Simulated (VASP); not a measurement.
# CsTl (P4/mmm) in VASP: further runs

Runs on CsTl. Level: PBE. Tasks: single point.

Program: VASP 6.6.1. These are calculated values, not measurements. Logs are shortened: lines on timing, memory, paths and dates and some standing lists are left out, and cuts for length are marked.

**1. The cell of the first run**

Symmetry: P4/mmm, No. 123, tetragonal system. The conventional cell has a = 4.590 Å, b = 4.590 Å, c = 4.800 Å, α = 90.00°, β = 90.00°, γ = 90.00°. Within 5.3 Å of Cs (site symmetry 4/mmm) lie 8 Tl at 4.04 Å and 6 Cs at 4.59 to 4.80 Å. Within 5.3 Å of Tl (site symmetry 4/mmm) lie 8 Cs at 4.04 Å and 6 Tl at 4.59 to 4.80 Å.

**2. Single point, PBE**

File INCAR:

```
SYSTEM = CsTl
ALGO = Fast ; EDIFF = 1E-7
ENCUT = 520 ; GGA = PE
ISIF = 2 ; ISMEAR = 0
LASPH = .TRUE. ; LCHARG = .FALSE.
LREAL = .FALSE. ; LWAVE = .FALSE.
NBANDS = 18 ; NELM = 80
PREC = Accurate ; SIGMA = 0.1
```

File KPOINTS:

```
k-points
0
G
  12 12 12
  0 0 0
```

File POSCAR:

```
CsTl
1.0
    4.5902993856      0.0000000000      0.0000000000
    0.0000000000      4.5902993856      0.0000000000
    0.0000000000      0.0000000000      4.7997065498
Cs Tl
1 1
Direct
    0.5000000000      0.5000000000      0.5000000000
    0.0000000000      0.0000000000      0.0000000000
```

Potentials or basis: VASP PAW PBE potentials, release 64 (Cs_sv, Tl_d).

On the command line:

```sh
$ cat potpaw_PBE.64/Cs_sv/POTCAR potpaw_PBE.64/Tl_d/POTCAR > POTCAR
$ mpirun -np 1 vasp_std > vasp.out
```

OUTCAR:

```text
SYSTEM = CsTl
   EDIFF = 1E-7
   ENCUT = 520
   GGA = PE
   ISIF = 2
   ISMEAR = 0
   LASPH = .TRUE.
   LREAL = .FALSE.
   NELM = 80
   PREC = Accurate

 ion  position               nearest neighbor table
   1  0.500  0.500  0.500-
   2  0.000  0.000  0.000-

  LATTYP: Found a simple tetragonal cell.
 ALAT       =     4.5902993856
 C/A-ratio  =     1.0456195003

  Lattice vectors:

 A1 = (   4.5902993856,   0.0000000000,   0.0000000000)
 A2 = (   0.0000000000,   4.5902993856,   0.0000000000)
 A3 = (   0.0000000000,   0.0000000000,   4.7997065498)

Analysis of symmetry for initial positions (statically):
=====================================================================
 Subroutine PRICEL returns:
 Original cell was already a primitive cell.

 Routine SETGRP: Setting up the symmetry group for a
 simple tetragonal supercell.

 Subroutine GETGRP returns: Found 16 space group operations
 (whereof 16 operations were pure point group operations)
 out of a pool of 16 trial point group operations.

The static configuration has the point symmetry D_4h.

Analysis of symmetry for dynamics (positions and initial velocities):
=====================================================================
 Subroutine PRICEL returns:
 Original cell was already a primitive cell.

 Routine SETGRP: Setting up the symmetry group for a
 simple tetragonal supercell.

 Subroutine GETGRP returns: Found 16 space group operations
 (whereof 16 operations were pure point group operations)
 out of a pool of 16 trial point group operations.

The dynamic configuration has the point symmetry D_4h.

 Subroutine INISYM returns: Found 16 space group operations
 (whereof 16 operations are pure point group operations),
 and found     1 'primitive' translations

----------------------------------------------------------------------------------------

                                     Primitive cell

  volume of cell :     101.1339

  direct lattice vectors                    reciprocal lattice vectors
     4.590299386  0.000000000  0.000000000     0.217850714  0.000000000  0.000000000
     0.000000000  4.590299386  0.000000000     0.000000000  0.217850714  0.000000000
     0.000000000  0.000000000  4.799706550     0.000000000  0.000000000  0.208346071

  length of vectors
     4.590299386  4.590299386  4.799706550     0.217850714  0.217850714  0.208346071

  position of ions in fractional coordinates (direct lattice)
     0.500000000  0.500000000  0.500000000
[... 72 lines left out ...]
   ISPIN  =      1    spin polarized calculation?
   LNONCOLLINEAR =      F non collinear calculations
   LSORBIT =      F    spin-orbit coupling
   LASPH  =      T    aspherical Exc in radial PAW
   ENCUT  =  520.0 eV  38.22 Ry    6.18 a.u.   8.53  8.53  8.92*2*pi/ulx,y,z
   NELM   =     80;   NELMIN=  2; NELMDL= -5     # of ELM steps
   EDIFF  = 0.1E-06   stopping-criterion for ELM
   LREAL  =      F    real-space projection
   EDIFFG = 0.1E-05   stopping-criterion for IOM
   NSW    =      0    number of steps for IOM
   IBRION =     -1    ionic relax: 0-MD 1-quasi-New 2-CG
   NFREE  =      0    steps in history (QN), initial steepest desc. (CG)
   ISIF   =      2    stress and relaxation
   ISYM   =      2    0-nonsym 1-usesym 2-fastsym
   POTIM  = 0.5000    time-step for ionic-motion
   TEBEG  =    0.0;   TEEND  =   0.0 temperature during run
   PSTRESS=    0.0 pullay stress
   NELECT =      22.0000    total number of electrons
   NUPDOWN=      -1.0000    fix difference up-down
   EMIN   =  10.00;   EMAX   =-10.00  energy-range for DOS
   EFERMI =   0.00;   METHOD = LEGACY
   ISMEAR =     0;   SIGMA  =   0.10  broadening in eV -4-tet -1-fermi 0-gaus
   EFERMI_NEDOS =   21; number of points for ismear=-14 and -15
   IALGO  =     68    algorithm
   IMIX   =      4    mixing-type and parameters
     AMIX     =   0.40;   BMIX     =  1.00
     AMIX_MAG =   1.60;   BMIX_MAG =  1.00
  volume/ion in A,a.u.               =      50.57       341.24
  Fermi-wavevector in a.u.,A,eV,Ry     =   0.984578  1.860583 13.189406  0.969394
  Thomas-Fermi vector in A             =   2.115821
   LORBIT       =      0    0 simple, 1 ext, 2 COOP (PROOUT), +10 PAW based schemes
   GGA     = PE    functional components
   LHFCALC =     F    Hartree Fock is set to
   AEXX    =    0.0000 exact exchange contribution
   IVDW    =     0    specifies the selected vdW correction
   LEPSILON=     F    determine dielectric tensor
   LRPA    =     F    only Hartree local field effects (RPA)
 non-spin polarized calculation
 RMM-DIIS sequential band-by-band and
 Gauss-broadening in eV      SIGMA  =   0.10
  energy-cutoff  :      520.00
  volume of cell :      101.13
 maximum number of plane-waves:      2749
 NGX is ok and might be reduce to    36
   NGX = 17   NGY = 17   NGZ = 17

 number of electron      22.0000003 magnetization

 Free energy of the ion-electron system (eV)
  ---------------------------------------------------
  ext. energy  EPLUGINS =         0.00000000
  ---------------------------------------------------
  free energy    TOTEN  =        -2.92178503 eV

  energy without entropy =       -2.90834460  energy(sigma->0) =       -2.91506481

 E-fermi :   2.5350     XC(G=0):  -7.7852

 val. band max:        2.5315646546   @ k =   0.4167   0.4167   0.0000
 cond. band min:       2.5351474482   @ k =   0.4167   0.3333   0.2500
 fundamental gap:      0.0035827936
 Fermi energy:         2.5349687980

 k-point     1 :       0.0000    0.0000    0.0000
  band No.  band energies     occupation
      1     -20.1020      2.00000
      2      -9.1793      2.00000
      3      -9.1714      2.00000
      4      -9.1573      2.00000
      5      -9.1573      2.00000
      6      -9.1418      2.00000
[... 481 lines left out ...]
      5      -9.1598      2.00000
      6      -9.1147      2.00000
[... 10 lines left out ...]
     17       7.6008      0.00000
     18       8.2438      0.00000

 [... further k-points ...]
[... 5 lines left out ...]
  --------------------------------------------------------------------------------------
  -------------------------------------------------------------------------------------
  Total        0.0081370      0.0081370     -0.0051957      0.0000000      0.0000000      0.0000000
  in kB        0.1289073      0.1289073     -0.0823108      0.0000000      0.0000000      0.0000000
  external PRESSURE =       0.0585013 kB  Pullay stress =       0.0000000 kB

 VOLUME and BASIS-vectors are now :
 -----------------------------------------------------------------------------
  energy-cutoff  :      520.00
  volume of cell :      101.13
      direct lattice vectors                 reciprocal lattice vectors
     4.590299386  0.000000000  0.000000000     0.217850714  0.000000000  0.000000000
     0.000000000  4.590299386  0.000000000     0.000000000  0.217850714  0.000000000
     0.000000000  0.000000000  4.799706550     0.000000000  0.000000000  0.208346071

 POSITION                                       TOTAL-FORCE (eV/Angst)
 -----------------------------------------------------------------------------------
      2.29515      2.29515      2.39985         0.000000      0.000000      0.000000
      0.00000      0.00000      0.00000         0.000000      0.000000      0.000000
 -----------------------------------------------------------------------------------
    total drift:                               -0.000000      0.000000      0.000000

  FREE ENERGIE OF THE ION-ELECTRON SYSTEM (eV)
  ---------------------------------------------------
  free  energy   TOTEN  =        -2.9217850299 eV

  energy  without entropy=       -2.9083445984  energy(sigma->0) =       -2.91506481
```

stdout:

```text
POSCAR found type information on POSCAR CsTl
 POSCAR found :  2 types and       2 ions
 scaLAPACK will be used
 LDA part: xc-table for (Slater+PW92), standard interpolation
 POSCAR, INCAR and KPOINTS ok, starting setup
 FFT: planning ... GRIDC
 FFT: planning ... GRID_SOFT
 FFT: planning ... GRID
 WAVECAR not read
 entering main loop
```

Run time: 4.7 min. Hardware: 1 thread of Oxide Virtual Turin-like, shared host; peak memory 0.45 GiB.

Results:

```yaml
Free_energy: -2.9218 eV
Pressure: 0.0 GPa
Band_gap_on_the_k_mesh: zero (bands 11 and 12 overlap by 2.57 eV)
```

Levels at points of the mesh, in eV from the Fermi level:
| k point | band 8 | band 9 | band 10 | band 11 | band 12 | band 13 | band 14 | band 15 |
| --- | --- | --- | --- | --- | --- | --- | --- | --- |
| (0.00, 0.00, 0.00) | -9.35 | -9.35 | -6.71 | 1.94 | 2.04 | 2.07 | 2.45 | 2.45 |
| (0.50, 0.00, 0.00) | -9.32 | -9.28 | -5.84 | -1.34 | 1.37 | 1.85 | 2.64 | 5.15 |
| (0.50, 0.50, 0.00) | -9.70 | -9.30 | -5.92 | 0.21 | 0.21 | 2.11 | 2.73 | 3.49 |
| (0.00, 0.00, 0.50) | -9.29 | -9.29 | -5.91 | -1.36 | 1.77 | 1.77 | 2.57 | 5.33 |
| (0.50, 0.00, 0.50) | -9.63 | -9.28 | -6.03 | 0.11 | 0.28 | 2.01 | 3.08 | 3.91 |
| (0.50, 0.50, 0.50) | -9.58 | -9.50 | -5.53 | -0.64 | -0.64 | -0.61 | 5.01 | 5.24 |

Caveat: spin-orbit coupling is left out, which moves the levels of the heavy elements.

**3. Single point, PBE**

File INCAR:

```
SYSTEM = CsTl
ALGO = Fast
EDIFF = 1E-6
ENCUT = 520
GGA = PE
ISIF = 2
ISMEAR = 0
LASPH = .True.
LCHARG = .True.
LELF = .True.
LREAL = .False.
LVHAR = .True.
LWAVE = .False.
NBANDS = 18
NELM = 60
PREC = Accurate
SIGMA = 0.1
```

File KPOINTS:

```
k-points
0
Gamma
  14 14 12
  0 0 0
```

POSCAR is that of step 2.

Potentials or basis: VASP PAW PBE potentials, release 64 (Cs_sv, Tl_d).

On the command line:

```sh
$ cat potpaw_PBE.64/Cs_sv/POTCAR potpaw_PBE.64/Tl_d/POTCAR > POTCAR
$ mpirun -np 1 vasp_std > vasp.out
```

OUTCAR:

```text
SYSTEM = CsTl
   EDIFF = 1E-6
   ENCUT = 520
   GGA = PE
   ISIF = 2
   ISMEAR = 0
   LASPH = .True.
   LREAL = .False.
   NELM = 60
   PREC = Accurate

 ion  position               nearest neighbor table
   1  0.500  0.500  0.500-
   2  0.000  0.000  0.000-

  LATTYP: Found a simple tetragonal cell.
 ALAT       =     4.5902993856
 C/A-ratio  =     1.0456195003

  Lattice vectors:

 A1 = (   4.5902993856,   0.0000000000,   0.0000000000)
 A2 = (   0.0000000000,   4.5902993856,   0.0000000000)
 A3 = (   0.0000000000,   0.0000000000,   4.7997065498)

Analysis of symmetry for initial positions (statically):
=====================================================================
 Subroutine PRICEL returns:
 Original cell was already a primitive cell.

 Routine SETGRP: Setting up the symmetry group for a
 simple tetragonal supercell.

 Subroutine GETGRP returns: Found 16 space group operations
 (whereof 16 operations were pure point group operations)
 out of a pool of 16 trial point group operations.

The static configuration has the point symmetry D_4h.

Analysis of symmetry for dynamics (positions and initial velocities):
=====================================================================
 Subroutine PRICEL returns:
 Original cell was already a primitive cell.

 Routine SETGRP: Setting up the symmetry group for a
 simple tetragonal supercell.

 Subroutine GETGRP returns: Found 16 space group operations
 (whereof 16 operations were pure point group operations)
 out of a pool of 16 trial point group operations.

The dynamic configuration has the point symmetry D_4h.

 Subroutine INISYM returns: Found 16 space group operations
 (whereof 16 operations are pure point group operations),
 and found     1 'primitive' translations

----------------------------------------------------------------------------------------

                                     Primitive cell

  volume of cell :     101.1339
[... 102 lines left out ...]
   EMIN   =  10.00;   EMAX   =-10.00  energy-range for DOS
   EFERMI =   0.00;   METHOD = LEGACY
   ISMEAR =     0;   SIGMA  =   0.10  broadening in eV -4-tet -1-fermi 0-gaus
   EFERMI_NEDOS =   21; number of points for ismear=-14 and -15
   IALGO  =     68    algorithm
   IMIX   =      4    mixing-type and parameters
     AMIX     =   0.40;   BMIX     =  1.00
     AMIX_MAG =   1.60;   BMIX_MAG =  1.00
  volume/ion in A,a.u.               =      50.57       341.24
  Fermi-wavevector in a.u.,A,eV,Ry     =   0.984578  1.860583 13.189406  0.969394
  Thomas-Fermi vector in A             =   2.115821
   LORBIT       =      0    0 simple, 1 ext, 2 COOP (PROOUT), +10 PAW based schemes
   GGA     = PE    functional components
   LHFCALC =     F    Hartree Fock is set to
   AEXX    =    0.0000 exact exchange contribution
   IVDW    =     0    specifies the selected vdW correction
   LEPSILON=     F    determine dielectric tensor
   LRPA    =     F    only Hartree local field effects (RPA)
 non-spin polarized calculation
 RMM-DIIS sequential band-by-band and
 Gauss-broadening in eV      SIGMA  =   0.10
  energy-cutoff  :      520.00
  volume of cell :      101.13
 maximum number of plane-waves:      2749
 NGX is ok and might be reduce to    36
   NGX = 17   NGY = 17   NGZ = 17

 number of electron      22.0000003 magnetization

 Free energy of the ion-electron system (eV)
  ---------------------------------------------------
  ext. energy  EPLUGINS =         0.00000000
  ---------------------------------------------------
  free energy    TOTEN  =        -2.92621656 eV

  energy without entropy =       -2.91637874  energy(sigma->0) =       -2.92129765

 E-fermi :   2.5319     XC(G=0):  -7.7851

 val. band max:        2.5088033315   @ k =   0.5000   0.4286   0.3333
 cond. band min:       2.5355000622   @ k =   0.3571   0.3571   0.2500
 fundamental gap:      0.0266967307
 Fermi energy:         2.5318506903

 k-point     1 :       0.0000    0.0000    0.0000
  band No.  band energies     occupation
      1     -20.1027      2.00000
      2      -9.1793      2.00000
      3      -9.1715      2.00000
      4      -9.1573      2.00000
      5      -9.1573      2.00000
      6      -9.1420      2.00000
[... 481 lines left out ...]
      5      -9.1623      2.00000
      6      -9.1315      2.00000
[... 10 lines left out ...]
     17       7.7269      0.00000
     18       8.7547      0.00000

 [... further k-points ...]
[... 5 lines left out ...]
  --------------------------------------------------------------------------------------
  -------------------------------------------------------------------------------------
  Total       -0.0057829     -0.0057829     -0.0114411      0.0000000      0.0000000      0.0000000
  in kB       -0.0916131     -0.0916131     -0.1812517      0.0000000      0.0000000      0.0000000
  external PRESSURE =      -0.1214926 kB  Pullay stress =       0.0000000 kB

 VOLUME and BASIS-vectors are now :
 -----------------------------------------------------------------------------
  energy-cutoff  :      520.00
  volume of cell :      101.13
      direct lattice vectors                 reciprocal lattice vectors
     4.590299386  0.000000000  0.000000000     0.217850714  0.000000000  0.000000000
     0.000000000  4.590299386  0.000000000     0.000000000  0.217850714  0.000000000
     0.000000000  0.000000000  4.799706550     0.000000000  0.000000000  0.208346071

 POSITION                                       TOTAL-FORCE (eV/Angst)
 -----------------------------------------------------------------------------------
      2.29515      2.29515      2.39985         0.000000      0.000000      0.000000
      0.00000      0.00000      0.00000         0.000000      0.000000      0.000000
 -----------------------------------------------------------------------------------
    total drift:                                0.000000      0.000000      0.000000

  FREE ENERGIE OF THE ION-ELECTRON SYSTEM (eV)
  ---------------------------------------------------
  free  energy   TOTEN  =        -2.9262165623 eV

  energy  without entropy=       -2.9163787409  energy(sigma->0) =       -2.92129765
```

OSZICAR:

```text
N       E                     dE             d eps       ncg     rms          rms(c)
DAV:   1     0.117937289456E+03    0.11794E+03   -0.99183E+03  9224   0.101E+03
DAV:   2     0.389695514577E+01   -0.11404E+03   -0.11176E+03 10560   0.212E+02
DAV:   3    -0.288075647811E+01   -0.67777E+01   -0.67463E+01 10264   0.438E+01
DAV:   4    -0.294825370992E+01   -0.67497E-01   -0.67459E-01 11372   0.509E+00
DAV:   5    -0.294875586277E+01   -0.50215E-03   -0.50214E-03 10820   0.451E-01    0.751E-01
RMM:   6    -0.292958078345E+01    0.19175E-01   -0.29724E-02  9495   0.102E+00    0.377E-01
RMM:   7    -0.292567237294E+01    0.39084E-02   -0.21867E-02 10239   0.888E-01    0.261E-01
RMM:   8    -0.292620325899E+01   -0.53089E-03   -0.30256E-03 10961   0.273E-01    0.510E-02
RMM:   9    -0.292622001278E+01   -0.16754E-04   -0.59499E-04 11719   0.142E-01    0.318E-02
RMM:  10    -0.292621610231E+01    0.39105E-05   -0.89976E-05 11363   0.555E-02    0.849E-03
RMM:  11    -0.292621927566E+01   -0.31734E-05   -0.25043E-05 11587   0.322E-02    0.117E-02
RMM:  12    -0.292621640924E+01    0.28664E-05   -0.96297E-06 10134   0.168E-02    0.174E-03
RMM:  13    -0.292621656232E+01   -0.15308E-06   -0.13417E-06  7630   0.542E-03
   1 F= -.29262166E+01 E0= -.29212977E+01  d E =-.983782E-02
```

stdout:

```text
POSCAR found type information on POSCAR CsTl
 POSCAR found :  2 types and       2 ions
 scaLAPACK will be used
 LDA part: xc-table for (Slater+PW92), standard interpolation
 POSCAR, INCAR and KPOINTS ok, starting setup
 FFT: planning ... GRIDC
 FFT: planning ... GRID_SOFT
 FFT: planning ... GRID
 WAVECAR not read
 entering main loop
```

It took 9.8 min on 1 thread of Oxide Virtual Turin-like, shared host; peak memory 0.53 GiB.

Results:

- Free energy: -2.9262 eV
- Pressure: 0.0 GPa
- Band gap on the k mesh: zero (bands 11 and 12 overlap by 2.58 eV)

Caveat: spin-orbit coupling is left out, which moves the levels of the heavy elements.

The gap in the log of VASP goes by the Fermi energy; the results here count the filled bands.